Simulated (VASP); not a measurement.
## Al2Cu: single point with PBE

The system is Al2Cu.

```
Al Cu
1.0
     4.21730    0.00000    0.00000
     0.00000    4.21730    0.00000
     0.00000    0.00000    3.11550
Al Cu
2 1
Cartesian
  2.1086 0.0000 1.5577
  0.0000 2.1086 1.5577
  0.0000 0.0000 0.0000
```

* Program: VASP 6.6.1
* Task: single point
* Functional: PBE
* Potentials or basis: VASP PAW PBE potentials, release 64 (Al, Cu)
* Cutoff: 520 eV
* k mesh: 10 × 10 × 14
* Occupations: gaussian, width 0.15 eV
* Spin: no spin polarisation
* Dipole correction: no
* Further INCAR settings: ALGO = Fast; EDIFF = 1e-07; NBANDS = 16

```json
{
 "Pressure": "-8.0 GPa",
 "Band gap on the k mesh": "zero (an odd number of electrons rules out a gap without spin polarisation)"
}
```

Stress tensor (GPa, compression positive):
```
-7.01  0.00  0.00
 0.00 -7.01  0.00
 0.00  0.00 -9.95
```

Levels at points of the mesh, in eV from the Fermi level:
```tsv
k point	band 6	band 7	band 8	band 9	band 10	band 11	band 12	band 13
(0.00, 0.00, 0.00)	-3.50	-1.76	-1.76	-0.04	1.26	4.54	6.19	6.19
(0.50, 0.00, 0.00)	-3.54	-3.49	-0.47	1.77	2.00	2.06	5.90	7.59
(0.50, 0.50, 0.00)	-3.54	-3.54	-3.49	-2.01	7.96	8.36	8.36	8.37
(0.00, 0.00, 0.50)	-3.45	-2.75	2.17	2.17	2.57	2.64	3.04	3.04
(0.50, 0.00, 0.50)	-3.47	-2.51	-2.33	-1.76	3.37	3.92	4.18	4.32
(0.50, 0.50, 0.50)	-3.11	-1.77	-1.77	-0.93	-0.88	-0.51	-0.51	2.71
```

Run time: 78 s on 1 thread of Intel(R) Xeon(R) Platinum 8559C (Emerald Rapids), on a shared host, peak memory 0.26 GiB.

Caveat: the cell stands under tension.
